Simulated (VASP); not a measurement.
# Mn (Fd-3m) in VASP: notebook

Mn is run at these levels: BLYP; tasks: single point, relaxation of cell and atoms.

Program: VASP 6.6.1. These are calculated values, not measurements. Logs are shortened: lines on timing, memory, paths and dates and some standing lists are left out, and cuts for length are marked.

**1. The cell of the first run**

Symmetry: Fd-3m, No. 227, cubic system. Conventional cell: a = 5.132 Å, b = 5.132 Å, c = 5.132 Å, α = 90.00°, β = 90.00°, γ = 90.00°. Within 2.9 Å of Mn (site symmetry -43m) lie 4 Mn at 2.22 Å.

This isn't the form of Mn at room conditions, which is a 58-atom cubic cell.

**2. Single point, BLYP, collinear spin, antiferromagnetic start (16.89 Å³/atom)**

INCAR reads:

```
AGGAC = 1.0
AGGAX = 1.0
ALDAC = 0.0
ALDAX = 1.0
ALGO = Normal
EDIFF = 1E-6
ENCUT = 520
GGA = B5
ISIF = 2
ISMEAR = -1
ISPIN = 2
LASPH = True
LCHARG = False
LMAXMIX = 4
LORBIT = 11
LREAL = False
LWAVE = False
MAGMOM = 2.092 -2.092
NBANDS = 24
NELM = 150
PREC = Accurate
SIGMA = 0.05
```

KPOINTS reads:

```
k-points
0
Gamma
  12 12 12
```

POSCAR reads:

```
Mn
1.0
    0.0000000000      2.5659375275      2.5659375275
    2.5659375275      0.0000000000      2.5659375275
    2.5659375275      2.5659375275      0.0000000000
Mn
2
Direct
    0.1250000000      0.1250000000      0.1250000000
    0.8750000000      0.8750000000      0.8750000000
```

Potentials or basis: VASP PAW PBE potentials, release 64 (Mn_pv).

Command:

```
$ cat potpaw_PBE.64/Mn_pv/POTCAR > POTCAR
$ mpirun -np 1 vasp_std > vasp.out
```

OUTCAR:

```text
EDIFF = 1E-6
   ENCUT = 520
   GGA = B5
   ISIF = 2
   ISMEAR = -1
   ISPIN = 2
   LASPH = True
   LORBIT = 11
   LREAL = False
   NELM = 150
   PREC = Accurate

 ion  position               nearest neighbor table
   1  0.125  0.125  0.125-   2 2.22   2 2.22   2 2.22   2 2.22
   2  0.875  0.875  0.875-   1 2.22   1 2.22   1 2.22   1 2.22

  LATTYP: Found a face centered cubic cell.
 ALAT       =     5.1318750550

  Lattice vectors:

 A1 = (   0.0000000000,   2.5659375275,   2.5659375275)
 A2 = (   2.5659375275,   0.0000000000,   2.5659375275)
 A3 = (   2.5659375275,   2.5659375275,   0.0000000000)

Analysis of symmetry for initial positions (statically):
=====================================================================
 Subroutine PRICEL returns:
 Original cell was already a primitive cell.

 Routine SETGRP: Setting up the symmetry group for a
 face centered cubic supercell.

 Subroutine GETGRP returns: Found 48 space group operations
 (whereof 12 operations were pure point group operations)
 out of a pool of 48 trial point group operations.

The static configuration has the point symmetry D_3d.
 The point group associated with its full space group is O_h .

Analysis of symmetry for dynamics (positions and initial velocities):
=====================================================================
 Subroutine PRICEL returns:
 Original cell was already a primitive cell.

 Routine SETGRP: Setting up the symmetry group for a
 face centered cubic supercell.

 Subroutine GETGRP returns: Found 48 space group operations
 (whereof 12 operations were pure point group operations)
 out of a pool of 48 trial point group operations.

The dynamic configuration has the point symmetry D_3d.
 The point group associated with its full space group is O_h .

Analysis of structural, dynamic, and magnetic symmetry:
=====================================================================
 Subroutine PRICEL returns:
 Original cell was already a primitive cell.

 Routine SETGRP: Setting up the symmetry group for a
 face centered cubic supercell.

 Subroutine GETGRP returns: Found 48 space group operations
 (whereof 12 operations were pure point group operations)
 out of a pool of 48 trial point group operations.

The overall configuration has the point symmetry D_3d.
 The point group associated with its full space group is O_h .

 Subroutine INISYM returns: Found 48 space group operations
[... 117 lines left out ...]
     AMIX_MAG =   1.60;   BMIX_MAG =  1.00
  volume/ion in A,a.u.               =      16.89       114.01
  Fermi-wavevector in a.u.,A,eV,Ry     =   1.500179  2.834928 30.620432  2.250538
  Thomas-Fermi vector in A             =   2.611713
   LORBIT       =     11    0 simple, 1 ext, 2 COOP (PROOUT), +10 PAW based schemes
   GGA     = B5    functional components
   LHFCALC =     F    Hartree Fock is set to
   AEXX    =    0.0000 exact exchange contribution
   IVDW    =     0    specifies the selected vdW correction
   LEPSILON=     F    determine dielectric tensor
   LRPA    =     F    only Hartree local field effects (RPA)
 spin polarized calculation
  energy-cutoff  :      520.00
  volume of cell :       33.79
 maximum number of plane-waves:       941
   NGX = 13   NGY = 13   NGZ = 13

 number of electron      26.0000008 magnetization       0.0000000

 number of electron      26.0000008 magnetization      -0.0000000

 Free energy of the ion-electron system (eV)
  ---------------------------------------------------
  ext. energy  EPLUGINS =         0.00000000
  ---------------------------------------------------
  free energy    TOTEN  =       -13.83987675 eV

  energy without entropy =      -13.83450480  energy(sigma->0) =      -13.83719078

 E-fermi :   5.9741     XC(G=0): -10.5276

 val. band max:        5.9720197670   @ k =   0.0833   0.0833   0.0000
 cond. band min:       6.0362623613   @ k =  -0.2500   0.5000   0.2500
 fundamental gap:      0.0642425943
 Fermi energy:         5.9741440564

 spin component 1

 k-point     1 :       0.0000    0.0000    0.0000
  band No.  band energies     occupation
      1     -42.8886      1.00000
      2     -42.8886      1.00000
      3     -42.8886      1.00000
      4     -40.7189      1.00000
      5     -40.7189      1.00000
      6     -40.7189      1.00000
[... 637 lines left out ...]
     23      21.8512      0.00000
     24      24.3841      0.00000

 [... further k-points ...]

 spin component 2

 k-point     1 :       0.0000    0.0000    0.0000
  band No.  band energies     occupation
      1     -42.8886      1.00000
      2     -42.8886      1.00000
      3     -42.8886      1.00000
      4     -40.7189      1.00000
      5     -40.7189      1.00000
      6     -40.7189      1.00000
[... 637 lines left out ...]
     23      21.8512      0.00000
     24      24.3841      0.00000

 [... further k-points ...]

------------------------ aborting loop because EDIFF is reached ----------------------------------------

  FORCE on cell =-STRESS in cart. coord.  units (eV):
  Direction    XX          YY          ZZ          XY          YZ          ZX
  --------------------------------------------------------------------------------------
  -------------------------------------------------------------------------------------
  Total        0.5624786      0.5624786      0.5624786      0.0000000      0.0000000      0.0000000
  in kB       26.6715556     26.6715556     26.6715556      0.0000000      0.0000000      0.0000000
  external PRESSURE =      26.6715556 kB  Pullay stress =       0.0000000 kB

 VOLUME and BASIS-vectors are now :
 -----------------------------------------------------------------------------
  energy-cutoff  :      520.00
  volume of cell :       33.79
      direct lattice vectors                 reciprocal lattice vectors
     0.000000000  2.565937528  2.565937528    -0.194860551  0.194860551  0.194860551
     2.565937528  0.000000000  2.565937528     0.194860551 -0.194860551  0.194860551
     2.565937528  2.565937528  0.000000000     0.194860551  0.194860551 -0.194860551

 POSITION                                       TOTAL-FORCE (eV/Angst)
 -----------------------------------------------------------------------------------
      0.64148      0.64148      0.64148         0.000000      0.000000      0.000000
      4.49039      4.49039      4.49039        -0.000000     -0.000000     -0.000000
 -----------------------------------------------------------------------------------
    total drift:                                0.000000      0.000000     -0.000000

  FREE ENERGIE OF THE ION-ELECTRON SYSTEM (eV)
  ---------------------------------------------------
  free  energy   TOTEN  =       -13.8398767527 eV

  energy  without entropy=      -13.8345048001  energy(sigma->0) =      -13.83719078

 total charge

# of ion       s       p       d       tot
------------------------------------------
    1        0.463   6.230   5.222  11.915
    2        0.463   6.230   5.222  11.915
--------------------------------------------------
tot          0.925  12.460  10.445  23.830

 magnetization (x)

# of ion       s       p       d       tot
------------------------------------------
    1        0.049  -0.014   2.008   2.043
    2       -0.049   0.014  -2.008  -2.043
--------------------------------------------------
tot          0.000   0.000  -0.000  -0.000
```

OSZICAR:

```text
N       E                     dE             d eps       ncg     rms          rms(c)
DAV:   1     0.269435767430E+03    0.26944E+03   -0.15503E+04  6920   0.138E+03
DAV:   2    -0.441880591441E+01   -0.27385E+03   -0.26213E+03  7096   0.392E+02
DAV:   3    -0.149290251831E+02   -0.10510E+02   -0.10473E+02  7944   0.909E+01
DAV:   4    -0.150492458538E+02   -0.12022E+00   -0.12021E+00  7776   0.932E+00
DAV:   5    -0.150519671151E+02   -0.27213E-02   -0.27212E-02  8136   0.141E+00    0.117E+01
DAV:   6    -0.139370395368E+02    0.11149E+01   -0.63056E+00  7920   0.292E+01    0.595E+00
DAV:   7    -0.138383615350E+02    0.98678E-01   -0.59802E-01  7768   0.881E+00    0.242E+00
DAV:   8    -0.138397482711E+02   -0.13867E-02   -0.18981E-02  8312   0.872E-01    0.101E+00
DAV:   9    -0.138396183565E+02    0.12991E-03   -0.39961E-02  8200   0.123E+00    0.206E-01
DAV:  10    -0.138398571746E+02   -0.23882E-03   -0.15893E-03  7408   0.352E-01    0.119E-01
DAV:  11    -0.138398521871E+02    0.49875E-05   -0.51843E-05  8360   0.690E-02    0.716E-02
DAV:  12    -0.138398729247E+02   -0.20738E-04   -0.32154E-05  7336   0.514E-02    0.303E-02
DAV:  13    -0.138398766886E+02   -0.37640E-05   -0.66389E-06  8120   0.191E-02    0.761E-03
DAV:  14    -0.138398767527E+02   -0.64078E-07   -0.24668E-07  3760   0.465E-03
   1 F= -.13839877E+02 E0= -.13837191E+02  d E =-.537195E-02  mag=     0.0000
```

Wall time 53 s (1 thread of Intel Xeon 6975P-C (Granite Rapids), shared host); peak memory 0.22 GiB.

What came out:

| Quantity | Value |
| --- | --- |
| Free energy | -13.8399 eV |
| Pressure | 2.7 GPa |
| Band gap on the k mesh | zero (filled and empty bands overlap) |
| Net moment | 0.00 μB per cell |
| Site moments | Mn +2.04, -2.04 μB |
| Valence electrons inside the program's atomic spheres | Mn 11.91 |

Levels at points of the mesh, in eV from the Fermi level:
Spin up:
| k point | band 10 | band 11 | band 12 | band 13 | band 14 | band 15 | band 16 | band 17 |
| --- | --- | --- | --- | --- | --- | --- | --- | --- |
| (0.00, 0.00, 0.00) | -2.26 | -2.26 | -2.26 | 0.15 | 0.15 | 0.15 | 1.76 | 1.76 |
| (0.50, 0.00, 0.00) | -2.22 | -2.20 | -2.20 | -0.89 | 0.68 | 0.68 | 1.51 | 1.51 |
| (0.50, 0.50, 0.00) | -2.14 | -1.36 | -1.21 | -0.96 | 0.64 | 1.63 | 1.63 | 2.43 |
Spin down:
| k point | band 9 | band 10 | band 11 | band 12 | band 13 | band 14 | band 15 | band 16 | band 17 | band 18 |
| --- | --- | --- | --- | --- | --- | --- | --- | --- | --- | --- |
| (0.00, 0.00, 0.00) | -2.50 | -2.26 | -2.26 | -2.26 | 0.15 | 0.15 | 0.15 | 1.76 | 1.76 | 13.11 |
| (0.50, 0.00, 0.00) | -2.42 | -2.22 | -2.20 | -2.20 | -0.89 | 0.68 | 0.68 | 1.51 | 1.51 | 2.62 |
| (0.50, 0.50, 0.00) | -2.14 | -2.14 | -1.36 | -1.21 | -0.96 | 0.64 | 1.63 | 1.63 | 2.43 | 3.21 |

Caveat: the PAW data sets were made with another functional, which shifts forces and pressure a little.

**3. Single point, BLYP, collinear spin, antiferromagnetic start (17.60 Å³/atom)**

This run uses another cell than the first one, of 17.60 Å³/atom.

INCAR reads:

```
SYSTEM = Mn
PREC = Accurate
ENCUT = 520
EDIFF = 1E-7
ISMEAR = -1
SIGMA = 0.05
LREAL = .FALSE.
LASPH = .TRUE.
NELM = 150
ALGO = Normal
ISIF = 2
LWAVE = .FALSE.
LCHARG = .FALSE.
ISPIN = 2
MAGMOM = 2.092 -2.092
LORBIT = 11
LMAXMIX = 4
GGA = B5
ALDAX = 1.0
AGGAX = 1.0
AGGAC = 1.0
ALDAC = 0.0
NBANDS = 24
```

KPOINTS reads:

```
regular mesh
0
G
  12 12 12
  0 0 0
```

POSCAR reads:

```
Mn
1.0
    0.0000000000      2.6010917251      2.6010917251
    2.6010917251      0.0000000000      2.6010917251
    2.6010917251      2.6010917251      0.0000000000
Mn
2
Direct
    0.1250000000      0.1250000000      0.1250000000
    0.8750000000      0.8750000000      0.8750000000
```

Potentials or basis: VASP PAW PBE potentials, release 64 (Mn_pv).

Command:

```
$ cat potpaw_PBE.64/Mn_pv/POTCAR > POTCAR
$ mpirun -np 1 vasp_std > vasp.out
```

OUTCAR:

```text
SYSTEM = Mn
   PREC = Accurate
   ENCUT = 520
   EDIFF = 1E-7
   ISMEAR = -1
   LREAL = .FALSE.
   LASPH = .TRUE.
   NELM = 150
   ISIF = 2
   ISPIN = 2
   LORBIT = 11
   GGA = B5

 ion  position               nearest neighbor table
   1  0.125  0.125  0.125-   2 2.25   2 2.25   2 2.25   2 2.25
   2  0.875  0.875  0.875-   1 2.25   1 2.25   1 2.25   1 2.25

  LATTYP: Found a face centered cubic cell.
 ALAT       =     5.2021834502

  Lattice vectors:

 A1 = (   0.0000000000,   2.6010917251,   2.6010917251)
 A2 = (   2.6010917251,   0.0000000000,   2.6010917251)
 A3 = (   2.6010917251,   2.6010917251,   0.0000000000)

Analysis of symmetry for initial positions (statically):
=====================================================================
 Subroutine PRICEL returns:
 Original cell was already a primitive cell.

 Routine SETGRP: Setting up the symmetry group for a
 face centered cubic supercell.

 Subroutine GETGRP returns: Found 48 space group operations
 (whereof 12 operations were pure point group operations)
 out of a pool of 48 trial point group operations.

The static configuration has the point symmetry D_3d.
 The point group associated with its full space group is O_h .

Analysis of symmetry for dynamics (positions and initial velocities):
=====================================================================
 Subroutine PRICEL returns:
 Original cell was already a primitive cell.

 Routine SETGRP: Setting up the symmetry group for a
 face centered cubic supercell.

 Subroutine GETGRP returns: Found 48 space group operations
 (whereof 12 operations were pure point group operations)
 out of a pool of 48 trial point group operations.

The dynamic configuration has the point symmetry D_3d.
 The point group associated with its full space group is O_h .

Analysis of structural, dynamic, and magnetic symmetry:
=====================================================================
 Subroutine PRICEL returns:
 Original cell was already a primitive cell.

 Routine SETGRP: Setting up the symmetry group for a
 face centered cubic supercell.

[... 148 lines left out ...]
  free energy    TOTEN  =       -13.85306416 eV

  energy without entropy =      -13.84764051  energy(sigma->0) =      -13.85035234

 E-fermi :   5.6678     XC(G=0): -10.3252

 val. band max:        5.6630280417   @ k =   0.0833   0.0833   0.0000
 cond. band min:       5.7276895503   @ k =   0.0833   0.0000   0.0000
 fundamental gap:      0.0646615085
 Fermi energy:         5.6678221284

 spin component 1

 k-point     1 :       0.0000    0.0000    0.0000
  band No.  band energies     occupation
      1     -43.3379      1.00000
      2     -43.3379      1.00000
      3     -43.3379      1.00000
      4     -40.9831      1.00000
      5     -40.9831      1.00000
      6     -40.9831      1.00000
[... 637 lines left out ...]
     23      21.0578      0.00000
     24      23.4153      0.00000

 [... further k-points ...]

 spin component 2

 k-point     1 :       0.0000    0.0000    0.0000
  band No.  band energies     occupation
      1     -43.3379      1.00000
      2     -43.3379      1.00000
      3     -43.3379      1.00000
      4     -40.9831      1.00000
      5     -40.9831      1.00000
      6     -40.9831      1.00000
[... 637 lines left out ...]
     23      21.0578      0.00000
     24      23.4153      0.00000

 [... further k-points ...]

------------------------ aborting loop because EDIFF is reached ----------------------------------------

  FORCE on cell =-STRESS in cart. coord.  units (eV):
  Direction    XX          YY          ZZ          XY          YZ          ZX
  --------------------------------------------------------------------------------------
  -------------------------------------------------------------------------------------
  Total        0.0570768      0.0570768      0.0570768     -0.0000000      0.0000000      0.0000000
  in kB        2.5982054      2.5982054      2.5982054     -0.0000000      0.0000000      0.0000000
  external PRESSURE =       2.5982054 kB  Pullay stress =       0.0000000 kB

 VOLUME and BASIS-vectors are now :
 -----------------------------------------------------------------------------
  energy-cutoff  :      520.00
  volume of cell :       35.20
      direct lattice vectors                 reciprocal lattice vectors
     0.000000000  2.601091725  2.601091725    -0.192226977  0.192226977  0.192226977
     2.601091725  0.000000000  2.601091725     0.192226977 -0.192226977  0.192226977
     2.601091725  2.601091725  0.000000000     0.192226977  0.192226977 -0.192226977

 POSITION                                       TOTAL-FORCE (eV/Angst)
 -----------------------------------------------------------------------------------
      0.65027      0.65027      0.65027        -0.000000     -0.000000     -0.000000
      4.55191      4.55191      4.55191         0.000000      0.000000      0.000000
 -----------------------------------------------------------------------------------
    total drift:                                0.000000     -0.000000     -0.000000

  FREE ENERGIE OF THE ION-ELECTRON SYSTEM (eV)
  ---------------------------------------------------
  free  energy   TOTEN  =       -13.8530641641 eV

  energy  without entropy=      -13.8476405092  energy(sigma->0) =      -13.85035234

 total charge

# of ion       s       p       d       tot
------------------------------------------
    1        0.454   6.218   5.186  11.859
    2        0.454   6.218   5.186  11.859
--------------------------------------------------
tot          0.908  12.437  10.372  23.717

 magnetization (x)

# of ion       s       p       d       tot
------------------------------------------
    1        0.054  -0.013   2.203   2.244
    2       -0.054   0.013  -2.203  -2.244
--------------------------------------------------
tot          0.000   0.000   0.000   0.000
```

Run time: 54 s. Hardware: 1 thread of Intel Xeon 6975P-C (Granite Rapids), shared host; peak memory 0.22 GiB.

Results:

```yaml
Free_energy: -13.8531 eV
Pressure: 0.3 GPa
Band_gap_on_the_k_mesh: zero (filled and empty bands overlap)
Net_moment: 0.00 μB per cell
Site_moments: Mn +2.24, -2.24 μB
Valence_electrons_inside_the_program's_atomic_spheres: Mn 11.86
```

Levels at points of the mesh, in eV from the Fermi level:
Spin up:
```csv
k point,band 10,band 11,band 12,band 13,band 14,band 15,band 16,band 17
"(0.00, 0.00, 0.00)",-2.32,-2.32,-2.32,0.13,0.13,0.13,1.65,1.65
"(0.50, 0.00, 0.00)",-2.24,-2.24,-2.18,-0.97,0.62,0.62,1.43,1.43
"(0.50, 0.50, 0.00)",-2.19,-1.50,-1.28,-1.03,0.67,1.52,1.52,2.23
```
Spin down:
```
           k point  band 9  band 10  band 11  band 12  band 13  band 14  band 15  band 16  band 17  band 18
(0.00, 0.00, 0.00)   -2.51    -2.32    -2.32    -2.32     0.13     0.13     0.13     1.65     1.65    12.62
(0.50, 0.00, 0.00)   -2.45    -2.24    -2.24    -2.18    -0.97     0.62     0.62     1.43     1.43     2.44
(0.50, 0.50, 0.00)   -2.19    -2.19    -1.50    -1.28    -1.03     0.67     1.52     1.52     2.23     3.04
```

Caveat: the PAW data sets were made with another functional, which shifts forces and pressure a little.

[end of part 1 of 2]
